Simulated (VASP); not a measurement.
# Si (Fm-3m) in VASP: further runs

Runs on Si. Level: PBE. Tasks: single point.

Program: VASP 6.6.1. These are calculated values, not measurements. Logs are shortened: lines on timing, memory, paths and dates and some standing lists are left out, and cuts for length are marked.

### 1 The cell of the first run

The structure is cubic, space group Fm-3m (No. 225). The conventional cell has a = 3.817 Å, b = 3.817 Å, c = 3.817 Å, α = 90.00°, β = 90.00°, γ = 90.00°. Within 3.6 Å of Si (site symmetry m-3m) lie 12 Si at 2.70 Å.

### 2 Single point, PBE

File INCAR:

```
SYSTEM = Si
PREC = Accurate
ENCUT = 500
EDIFF = 1E-6
ISMEAR = -1
SIGMA = 0.06122561905347299
LREAL = .FALSE.
LASPH = .TRUE.
NELM = 120
ALGO = Normal
ISIF = 2
LWAVE = .FALSE.
LCHARG = .TRUE.
GGA = PE
LELF = .TRUE.
LVHAR = .TRUE.
NBANDS = 8
GGA_COMPAT = .FALSE.
```

File KPOINTS:

```
regular mesh
0
G
  24 24 24
  0 0 0
```

File POSCAR:

```
Si
1.0
    0.0000000000      1.9084154873      1.9084154873
    1.9084154873      0.0000000000      1.9084154873
    1.9084154873      1.9084154873      0.0000000000
Si
1
Direct
    0.0000000000      0.0000000000      0.0000000000
```

Potentials or basis: VASP PAW PBE potentials, release 64 (Si).

On the command line:

```
cat potpaw_PBE.64/Si/POTCAR > POTCAR
mpirun -np 1 vasp_std > vasp.out
```

OUTCAR:

```text
SYSTEM = Si
   PREC = Accurate
   ENCUT = 500
   EDIFF = 1E-6
   ISMEAR = -1
   LREAL = .FALSE.
   LASPH = .TRUE.
   NELM = 120
   ISIF = 2
   GGA = PE

 ion  position               nearest neighbor table
   1  0.000  0.000  0.000-

  LATTYP: Found a face centered cubic cell.
 ALAT       =     3.8168309746

  Lattice vectors:

 A1 = (   0.0000000000,   1.9084154873,   1.9084154873)
 A2 = (   1.9084154873,   0.0000000000,   1.9084154873)
 A3 = (   1.9084154873,   1.9084154873,   0.0000000000)

Analysis of symmetry for initial positions (statically):
=====================================================================
 Subroutine PRICEL returns:
 Original cell was already a primitive cell.

 Routine SETGRP: Setting up the symmetry group for a
 face centered cubic supercell.

 Subroutine GETGRP returns: Found 48 space group operations
 (whereof 48 operations were pure point group operations)
 out of a pool of 48 trial point group operations.

The static configuration has the point symmetry O_h .

Analysis of symmetry for dynamics (positions and initial velocities):
=====================================================================
 Subroutine PRICEL returns:
 Original cell was already a primitive cell.

 Routine SETGRP: Setting up the symmetry group for a
 face centered cubic supercell.

 Subroutine GETGRP returns: Found 48 space group operations
 (whereof 48 operations were pure point group operations)
 out of a pool of 48 trial point group operations.

The dynamic configuration has the point symmetry O_h .

 Subroutine INISYM returns: Found 48 space group operations
 (whereof 48 operations are pure point group operations),
 and found     1 'primitive' translations

----------------------------------------------------------------------------------------

                                     Primitive cell

  volume of cell :      13.9011

  direct lattice vectors                    reciprocal lattice vectors
     0.000000000  1.908415487  1.908415487    -0.261997455  0.261997455  0.261997455
     1.908415487  0.000000000  1.908415487     0.261997455 -0.261997455  0.261997455
     1.908415487  1.908415487  0.000000000     0.261997455  0.261997455 -0.261997455

  length of vectors
     2.698907065  2.698907065  2.698907065     0.453792903  0.453792903  0.453792903

  position of ions in fractional coordinates (direct lattice)
     0.000000000  0.000000000  0.000000000

  ion indices of the primitive-cell ions
   primitive index   ion index
                 1           1

----------------------------------------------------------------------------------------

 KPOINTS: regular mesh

Automatic generation of k-mesh.
 Grid dimensions read from file:
 generate k-points for:   24   24   24

 Generating k-lattice:

  Cartesian coordinates                     Fractional coordinates (reciprocal lattice)
    -0.010916561  0.010916561  0.010916561     0.041666667  0.000000000  0.000000000
     0.010916561 -0.010916561  0.010916561     0.000000000  0.041666667  0.000000000
     0.010916561  0.010916561 -0.010916561     0.000000000  0.000000000  0.041666667

  Length of vectors
     0.018908038  0.018908038  0.018908038

  Shift w.r.t. Gamma in fractional coordinates (k-lattice)
     0.000000000  0.000000000  0.000000000

 Subroutine IBZKPT returns following result:
 ===========================================

 Found    413 irreducible k-points:

 Following reciprocal coordinates:
            Coordinates               Weight
  0.000000  0.000000  0.000000      1.000000
  0.041667  0.000000  0.000000      8.000000
  0.083333  0.000000  0.000000      8.000000
  0.125000  0.000000  0.000000      8.000000
  0.166667  0.000000  0.000000      8.000000
  0.208333  0.000000  0.000000      8.000000
[... 16 lines left out ...]
  0.416667  0.041667  0.000000     24.000000
  0.458333  0.041667  0.000000     24.000000
 [... further k-points ...]
   k-points           NKPTS =    413   k-points in BZ     NKDIM =    413   number of bands    NBANDS=      8
   number of dos      NEDOS =    301   number of ions     NIONS =      1
   total plane-waves  NPLWV =   8000
   dimension x,y,z NGX =    20 NGY =   20 NGZ =   20
   dimension x,y,z NGXF=    40 NGYF=   40 NGZF=   40
   ions per type =               1
   NGX,Y,Z   is equivalent  to a cutoff of  12.32, 12.32, 12.32 a.u.
   NGXF,Y,Z  is equivalent  to a cutoff of  24.64, 24.64, 24.64 a.u.
 SYSTEM =  Si
   PREC   = accura    normal or accurate (medium, high low for compatibility)
   ISTART =      0    job   : 0-new  1-cont  2-samecut
   ICHARG =      2    charge: 1-file 2-atom 10-const
   ISPIN  =      1    spin polarized calculation?
   LNONCOLLINEAR =      F non collinear calculations
   LSORBIT =      F    spin-orbit coupling
   LASPH  =      T    aspherical Exc in radial PAW
   ENCUT  =  500.0 eV  36.75 Ry    6.06 a.u.   4.92  4.92  4.92*2*pi/ulx,y,z
   NELM   =    120;   NELMIN=  2; NELMDL= -5     # of ELM steps
   EDIFF  = 0.1E-05   stopping-criterion for ELM
   LREAL  =      F    real-space projection
   EDIFFG = 0.1E-04   stopping-criterion for IOM
   NSW    =      0    number of steps for IOM
   IBRION =     -1    ionic relax: 0-MD 1-quasi-New 2-CG
   NFREE  =      0    steps in history (QN), initial steepest desc. (CG)
   ISIF   =      2    stress and relaxation
   ISYM   =      2    0-nonsym 1-usesym 2-fastsym
   POTIM  = 0.5000    time-step for ionic-motion
   TEBEG  =    0.0;   TEEND  =   0.0 temperature during run
   PSTRESS=    0.0 pullay stress
   NELECT =       4.0000    total number of electrons
   NUPDOWN=      -1.0000    fix difference up-down
   EMIN   =  10.00;   EMAX   =-10.00  energy-range for DOS
   EFERMI =   0.00;   METHOD = LEGACY
   ISMEAR =    -1;   SIGMA  =   0.06  broadening in eV -4-tet -1-fermi 0-gaus
   EFERMI_NEDOS =   21; number of points for ismear=-14 and -15
   IALGO  =     38    algorithm
   IMIX   =      4    mixing-type and parameters
     AMIX     =   0.40;   BMIX     =  1.00
     AMIX_MAG =   1.60;   BMIX_MAG =  1.00
  volume/ion in A,a.u.               =      13.90        93.81
  Fermi-wavevector in a.u.,A,eV,Ry     =   1.080800  2.042415 15.893347  1.168128
  Thomas-Fermi vector in A             =   2.216800
   LORBIT       =      0    0 simple, 1 ext, 2 COOP (PROOUT), +10 PAW based schemes
   GGA     = PE    functional components
   LHFCALC =     F    Hartree Fock is set to
   AEXX    =    0.0000 exact exchange contribution
   IVDW    =     0    specifies the selected vdW correction
   LEPSILON=     F    determine dielectric tensor
   LRPA    =     F    only Hartree local field effects (RPA)
 non-spin polarized calculation
  energy-cutoff  :      500.00
  volume of cell :       13.90
 maximum number of plane-waves:       366
   NGX =  9   NGY =  9   NGZ =  9

 number of electron       4.0000000 magnetization

 Free energy of the ion-electron system (eV)
  ---------------------------------------------------
  ext. energy  EPLUGINS =         0.00000000
  ---------------------------------------------------
  free energy    TOTEN  =        -4.88302506 eV

  energy without entropy =       -4.87728498  energy(sigma->0) =       -4.88015502

 E-fermi :  10.7314     XC(G=0): -11.3582

 val. band max:       10.7261453114   @ k =  -0.3333   0.4167   0.1667
 cond. band min:      10.7359923516   @ k =  -0.2500   0.1250   0.0000
 fundamental gap:      0.0098470402
 Fermi energy:        10.7314122566

 k-point     1 :       0.0000    0.0000    0.0000
  band No.  band energies     occupation
      1      -4.1221      2.00000
      2      22.3440      0.00000
      3      22.3440      0.00000
      4      22.3440      0.00000
      5      22.7938      0.00000
      6      22.7938      0.00000
      7      22.7938      0.00000
      8      28.2218      0.00000

 k-point     2 :       0.0417    0.0000    0.0000
  band No.  band energies     occupation
      1      -4.0701      2.00000
      2      21.0054      0.00000
      3      21.8776      0.00000
      4      21.8776      0.00000
      5      23.3273      0.00000
      6      23.3273      0.00000
      7      23.6688      0.00000
      8      28.6629      0.00000

 k-point     3 :       0.0833    0.0000    0.0000
  band No.  band energies     occupation
      1      -3.9143      2.00000
      2      19.2480      0.00000
      3      21.3169      0.00000
      4      21.3169      0.00000
      5      24.0735      0.00000
      6      24.0735      0.00000
      7      24.1780      0.00000
      8      28.9322      0.00000

 k-point     4 :       0.1250    0.0000    0.0000
  band No.  band energies     occupation
      1      -3.6548      2.00000
      2      17.4141      0.00000
      3      20.8267      0.00000
      4      20.8267      0.00000
      5      24.3254      0.00000
      6      24.7939      0.00000
      7      24.7939      0.00000
      8      28.2478      0.00000

 k-point     5 :       0.1667    0.0000    0.0000
  band No.  band energies     occupation
      1      -3.2920      2.00000
      2      15.5808      0.00000
      3      20.4171      0.00000
      4      20.4171      0.00000
      5      24.3129      0.00000
      6      25.2285      0.00000
      7      25.2285      0.00000
      8      27.8888      0.00000

 k-point     6 :       0.2083    0.0000    0.0000
  band No.  band energies     occupation
      1      -2.8266      2.00000
      2      13.7843      0.00000
      3      20.0903      0.00000
      4      20.0903      0.00000
      5      24.2492      0.00000
      6      25.0314      0.00000
      7      25.0314      0.00000
      8      28.2658      0.00000

 k-point     7 :       0.2500    0.0000    0.0000
  band No.  band energies     occupation
      1      -2.2594      2.00000
      2      12.0448      0.00000
      3      19.8455      0.00000
      4      19.8455      0.00000
      5      24.1887      0.00000
      6      24.4322      0.00000
      7      24.4322      0.00000
      8      29.1787      0.00000

 k-point     8 :       0.2917    0.0000    0.0000
  band No.  band energies     occupation
      1      -1.5912      2.00000
      2      10.3738      1.99420
      3      19.6803      0.00000
      4      19.6803      0.00000
      5      23.7496      0.00000
      6      23.7496      0.00000
      7      24.1594      0.00000
      8      29.0869      0.00000

 k-point     9 :       0.3333    0.0000    0.0000
  band No.  band energies     occupation
      1      -0.8233      2.00000
      2       8.7794      2.00000
      3      19.5894      0.00000
      4      19.5894      0.00000
      5      23.1013      0.00000
      6      23.1013      0.00000
      7      24.1741      0.00000
      8      28.3538      0.00000

 k-point    10 :       0.3750    0.0000    0.0000
  band No.  band energies     occupation
      1       0.0428      2.00000
      2       7.2672      2.00000
      3      19.5634      0.00000
      4      19.5634      0.00000
      5      22.5350      0.00000
      6      22.5350      0.00000
      7      24.2340      0.00000
      8      27.7141      0.00000
[... 78 lines left out ...]
 k-point    18 :       0.2083    0.0417    0.0000
  band No.  band energies     occupation
      1      -2.9472      2.00000
      2      14.4147      0.00000
      3      19.3252      0.00000
      4      20.5993      0.00000
      5      23.9667      0.00000
      6      24.8923      0.00000
      7      26.0399      0.00000
      8      26.8741      0.00000

 k-point    19 :       0.2500    0.0417    0.0000
  band No.  band energies     occupation
      1      -2.4139      2.00000
      2      12.6570      0.00000
      3      19.0635      0.00000
      4      20.3092      0.00000
      5      23.5263      0.00000
      6      24.7262      0.00000
      7      25.5291      0.00000
      8      27.6636      0.00000

 k-point    20 :       0.2917    0.0417    0.0000
  band No.  band energies     occupation
      1      -1.7794      2.00000
      2      10.9637      0.04401
      3      18.8878      0.00000
      4      20.0812      0.00000
      5      22.8932      0.00000
      6      24.6523      0.00000
      7      24.8555      0.00000
      8      28.6740      0.00000

 k-point    21 :       0.3333    0.0417    0.0000
  band No.  band energies     occupation
      1      -1.0447      2.00000
      2       9.3441      2.00000
      3      18.7970      0.00000
      4      19.8993      0.00000
      5      22.2874      0.00000
      6      24.1773      0.00000
      7      24.6363      0.00000
      8      28.8852      0.00000

 k-point    22 :       0.3750    0.0417    0.0000
  band No.  band energies     occupation
      1      -0.2113      2.00000
      2       7.8046      2.00000
      3      18.7891      0.00000
      4      19.7331      0.00000
      5      21.8036      0.00000
      6      23.5507      0.00000
      7      24.6659      0.00000
      8      28.3134      0.00000

 k-point    23 :       0.4167    0.0417    0.0000
  band No.  band energies     occupation
      1       0.7187      2.00000
      2       6.3506      2.00000
      3      18.8604      0.00000
      4      19.5426      0.00000
      5      21.5046      0.00000
      6      23.0012      0.00000
      7      24.7277      0.00000
      8      27.7933      0.00000

 k-point    24 :       0.4583    0.0417    0.0000
  band No.  band energies     occupation
      1       1.7404      2.00000
      2       4.9891      2.00000
      3      19.0048      0.00000
      4      19.3067      0.00000
      5      21.4208      0.00000
      6      22.5451      0.00000
      7      24.7939      0.00000
      8      27.4180      0.00000

 [... further k-points ...]
[... 5 lines left out ...]
  --------------------------------------------------------------------------------------
  -------------------------------------------------------------------------------------
  Total        0.3162534      0.3162534      0.3162534     -0.0000000      0.0000000      0.0000000
  in kB       36.4499588     36.4499588     36.4499588     -0.0000000      0.0000000      0.0000000
  external PRESSURE =      36.4499588 kB  Pullay stress =       0.0000000 kB

 VOLUME and BASIS-vectors are now :
 -----------------------------------------------------------------------------
  energy-cutoff  :      500.00
  volume of cell :       13.90
      direct lattice vectors                 reciprocal lattice vectors
     0.000000000  1.908415487  1.908415487    -0.261997455  0.261997455  0.261997455
     1.908415487  0.000000000  1.908415487     0.261997455 -0.261997455  0.261997455
     1.908415487  1.908415487  0.000000000     0.261997455  0.261997455 -0.261997455

 POSITION                                       TOTAL-FORCE (eV/Angst)
 -----------------------------------------------------------------------------------
      0.00000      0.00000      0.00000         0.000000      0.000000     -0.000000
 -----------------------------------------------------------------------------------
    total drift:                                0.000000      0.000000     -0.000000

  FREE ENERGIE OF THE ION-ELECTRON SYSTEM (eV)
  ---------------------------------------------------
  free  energy   TOTEN  =        -4.8830250608 eV

  energy  without entropy=       -4.8772849834  energy(sigma->0) =       -4.88015502
```

Wall time 41 s (1 thread of Intel Xeon 8259CL, shared host); peak memory 0.15 GiB.

What came out:

- Free energy: -4.8830 eV
- Pressure: 3.6 GPa
- Band gap on the k mesh: zero (band 2 reaches 22.34 eV, above the bottom of band 3 at 7.52 eV)

(Continued in part 2 of 2.)
